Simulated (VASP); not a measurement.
Set up this calculation in VASP 6.6.1, as the native input.

```yaml
Task: single point
Functional: PBEsol
Potentials_or_basis: VASP PAW PBE potentials, release 64 (Zr_sv)
Cutoff: 520 eV
k_mesh: 14 × 14 × 14
Occupations: gaussian, width 0.1 eV
Spin: no spin polarisation
Dipole_correction: no
Further_INCAR_settings: ALGO = Fast; EDIFF = 1e-06; NBANDS = 12
```

The structure of Zr lies in POSCAR:

```
Zr
1.0
   -1.7619445000      1.7619445000      1.9411345000
    1.6855987000     -1.6855987000      1.7884429000
    1.8267787000      1.7504329000     -1.8647887000
Zr
1
Direct
    0.0000000000      0.0000000000      0.0000000000
```

This cell differs from its parent crystal: strained.

These files were run (other wordings do the same):

INCAR

```
SYSTEM = Zr
  ALGO = Fast
  EDIFF = 1E-6
  ENCUT = 520
  GGA = PS
  ISIF = 2
  ISMEAR = 0
  LASPH = .True.
  LCHARG = .False.
  LREAL = .False.
  LWAVE = .False.
  NBANDS = 12
  NELM = 60
  PREC = Accurate
  SIGMA = 0.1
```

KPOINTS

```
k-points
0
Gamma
  14 14 14
  0 0 0
```

Potentials or basis: VASP PAW PBE potentials, release 64 (Zr_sv).

Launch:

```sh
$ cat potpaw_PBE.64/Zr_sv/POTCAR > POTCAR
$ mpirun -np 1 vasp_std > vasp.out
```

It gave:

- Pressure: -4.2 GPa
- Band gap on the k mesh: zero (bands 6 and 7 overlap by 1.62 eV)

Caveat: the cell differs from its parent crystal (strained); the cell stands under tension; the PAW data sets were made with another functional, which shifts forces and pressure a little.

Wall time 4.8 min on 1 thread of AMD EPYC 7R32 (Zen 2), on a shared host, peak memory 0.27 GiB.
